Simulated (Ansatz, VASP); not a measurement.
# GaSb in VASP and in Ansatz

```
Ga Sb
1.0
    -2.89500    2.89500    1.64440
     2.89500   -2.89500    1.64440
     2.89500    2.89500   -1.64440
Ga Sb
1 1
Direct
  0.25000 0.75000 0.50000
  0.00000 0.00000 0.00000
```

Alike in both runs: task single point; functional PBE; k mesh 16 × 16 × 16; occupations gaussian, width 0.15 eV; no spin polarisation.

```csv
,VASP,Ansatz
version,VASP 6.6.1,Ansatz 0.2.0
potentials or method,"VASP PAW PBE potentials, release 64 (Ga_d, Sb), cutoff 520 eV","scalar-relativistic, plane waves, PAW"
valence electrons in the cell,18,28
```

|  | VASP | Ansatz | Ansatz less VASP |
| --- | --- | --- | --- |
| gap on the k mesh at the Fermi level (eV) | none | none | - |
| pressure (GPa) | -4.9 | -4.9 | +0.03 |
| traceless stress, the component that is largest in VASP (GPa) | 0.43 | 0.44 | +0.017 |

A gap of «none» marks a metal or a gap that the smearing closes. VASP's potentials hold 18 valence electrons a cell and Ansatz's 28, so a difference there can come from the potentials and not from the codes.

Spin-orbit coupling is off throughout.
